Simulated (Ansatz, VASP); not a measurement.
**CuO: VASP beside Ansatz**

INCAR

```
SYSTEM = CuO
  ALGO = Normal
  EDIFF = 1E-7
  ENCUT = 520
  GGA = PS
  ISIF = 2
  ISMEAR = 0
  ISPIN = 2
  LASPH = .True.
  LCHARG = .False.
  LDAU = .True.
  LDAUJ = 0.7 0
  LDAUL = 2 -1
  LDAUPRINT = 1
  LDAUTYPE = 1
  LDAUU = 6 0
  LMAXMIX = 4
  LORBIT = 11
  LREAL = .False.
  LWAVE = .False.
  MAGMOM = -0.6 0.6 0 0
  NBANDS = 29
  NELM = 150
  PREC = Accurate
  SIGMA = 0.05
```

The input KPOINTS:

```
k-points
0
Gamma
  7 7 4
  0 0 0
```

File POSCAR:

```
CuO
1.0
    2.3446497600     -1.7133998200      0.0000000000
    2.3446497600      1.7133998200      0.0000000000
   -0.8605499100      0.0000000000      5.0594394800
Cu O
2 2
Direct
    0.0032000000      0.4968000000      0.0000000000
    0.4968000000      0.0032000000      0.5000000000
    0.5714000000      0.4056000000      0.2537000000
    0.4056000000      0.5714000000      0.7537000000
```

Input for Ansatz:

```yaml
crystal:
  lattice:
    - [2.34464976, -1.71339982, 0.0]
    - [2.34464976, 1.71339982, 0.0]
    - [-0.86054991, 0.0, 5.05943948]
  atoms:
    - { symbol: Cu, position: [0.0032, 0.4968, 0.0], spin: 1.0 }
    - { symbol: Cu, position: [0.4968, 0.0032, 0.5], spin: 1.0 }
    - { symbol: O, position: [0.5714, 0.4056, 0.2537] }
    - { symbol: O, position: [0.4056, 0.5714, 0.7537] }
basis:
  ecutwfc: 420
  ecutrho_ratio: 4
kpoints:
  mp_grid: { grid: [7, 7, 4] }
hamiltonian:
  xc: pbesol
  hubbard:
    sites:
      - { site: 0, l: d, u: 6.0, j: 0.7, starting_ns: [{ spin: up, occupation_matrix: s0up }, { spin: down, occupation_matrix: s0down }] }
      - { site: 1, l: d, u: 6.0, j: 0.7, starting_ns: [{ spin: up, occupation_matrix: s1up }, { spin: down, occupation_matrix: s1down }] }
    occupation_matrices:
      s0up:
        matrix:
          - [0.97, 0.0, 0.0, 0.0, 0.0]
          - [0.0, 0.97, 0.0, 0.0, 0.0]
          - [0.0, 0.0, 0.97, 0.0, 0.0]
          - [0.0, 0.0, 0.0, 0.97, 0.0]
          - [0.0, 0.0, 0.0, 0.0, 0.97]
      s0down:
        matrix:
          - [0.684, -0.13, 0.2132, 0.2392, 0.2652]
          - [-0.13, 0.91091, 0.09691, 0.10873, 0.12055]
          - [0.2132, 0.09691, 0.81107, -0.17831, -0.1977]
          - [0.2392, 0.10873, -0.17831, 0.76994, -0.22181]
          - [0.2652, 0.12055, -0.1977, -0.22181, 0.72409]
      s1up:
        matrix:
          - [0.97, 0.0, 0.0, 0.0, 0.0]
          - [0.0, 0.97, 0.0, 0.0, 0.0]
          - [0.0, 0.0, 0.97, 0.0, 0.0]
          - [0.0, 0.0, 0.0, 0.97, 0.0]
          - [0.0, 0.0, 0.0, 0.0, 0.97]
      s1down:
        matrix:
          - [0.684, -0.13, 0.2132, 0.2392, 0.2652]
          - [-0.13, 0.91091, 0.09691, 0.10873, 0.12055]
          - [0.2132, 0.09691, 0.81107, -0.17831, -0.1977]
          - [0.2392, 0.10873, -0.17831, 0.76994, -0.22181]
          - [0.2652, 0.12055, -0.1977, -0.22181, 0.72409]
    ns_hold: until_converged
scf:
  occupations: { method: gaussian, width: 0.05 }
  lower_state_search: "off"
  max_iter: 150
output:
  forces: true
  stress: true
  eigenvalues: true
  populations: true
  hubbard: { sites: [{ site: 0, l: d }, { site: 1, l: d }] }
magnetization:
  spin_polarized: true
```

Alike in both runs: task single point; functional PBEsol; k mesh 7 × 7 × 4; occupations gaussian, width 0.05 eV; collinear spin; Hubbard terms Cu d U = 6.0 eV, J = 0.7 eV.

|  | VASP | Ansatz |
| --- | --- | --- |
| version | VASP 6.6.1 | Ansatz 0.2.0 |
| potentials or method | VASP PAW PBE potentials, release 64 (Cu, O), cutoff 520 eV | scalar-relativistic, plane waves, PAW |
| valence electrons in the cell | 34 | 50 |

Ansatz gave:

| Quantity | Value |
| --- | --- |
| gap on the k mesh at the Fermi level (eV) | 0.47 |
| least direct gap on the mesh (eV) | 0.81 |
| pressure (GPa) | -0.3 |
| traceless stress, the component that is largest in VASP (GPa) | 0.64 |
| rms of the force components (eV/Å) | 0.447 |
| net moment per atom (μB) | 0.00 |
| size of the moment on the site where the two differ most (μB) | 0.54 |

Task: What did VASP give for the same quantities?

Result: gap on the k mesh at the Fermi level (eV): 0.94; least direct gap on the mesh (eV): 1.18; pressure (GPa): -5.7; traceless stress, the component that is largest in VASP (GPa): 1.59; rms of the force components (eV/Å): 0.401; net moment per atom (μB): 0.00; size of the moment on the site where the two differ most (μB): 0.61.

VASP's potentials were made for PBE, not for PBEsol. Site moments also hang on the region over which each program counts them. The programs project onto different local orbitals, so the same U acts differently, and such runs can settle in different states. Atom by atom the forces differ by 0.052 eV/Å (rms over components). VASP's potentials hold 34 valence electrons a cell and Ansatz's 50, so a difference there can come from the potentials and not from the codes. Ansatz's warnings: seeded moment not kept, specified occupation not kept, symmetry narrowed by occupation matrices.
